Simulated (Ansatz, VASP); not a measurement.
**Ge: VASP beside Ansatz**

```xyz
2
Lattice="0.0000 2.8289 2.8289 2.8289 0.0000 2.8289 2.8289 2.8289 0.0000" Properties=species:S:1:pos:R:3 pbc="T T T"
Ge    4.2434    4.2434    4.2434
Ge    2.8289    2.8289    2.8289
```

Alike in both runs: task relaxation of cell and atoms; functional r2SCAN; dispersion D3(BJ); k mesh 8 × 8 × 8; occupations fermi-dirac, width 0.05 eV; no spin polarisation.

```csv
,VASP,Ansatz
version,VASP 6.6.1,Ansatz 0.2.0
potentials or method,"VASP PAW PBE potentials, release 64 (Ge_d)",Ansatz PAW
plane-wave cutoff (eV),600,500
valence electrons in the cell,28,28
```

Ansatz gave:

```
relaxed volume (Å³/atom)                                                      : 22.55
relaxed length of the cell vector where the two differ most in proportion (Å) : 3.995
```

Task: What did VASP give for the same quantities?

Result: Relaxed volume (Å³/atom): 22.54; relaxed length of the cell vector where the two differ most in proportion (Å): 3.995.

VASP's potentials were made for PBE, not for r2SCAN.

Noted on Ansatz's run: the plane-wave basis is chosen anew once the cell has moved, so the energies of steps on either side of that aren't comparable.
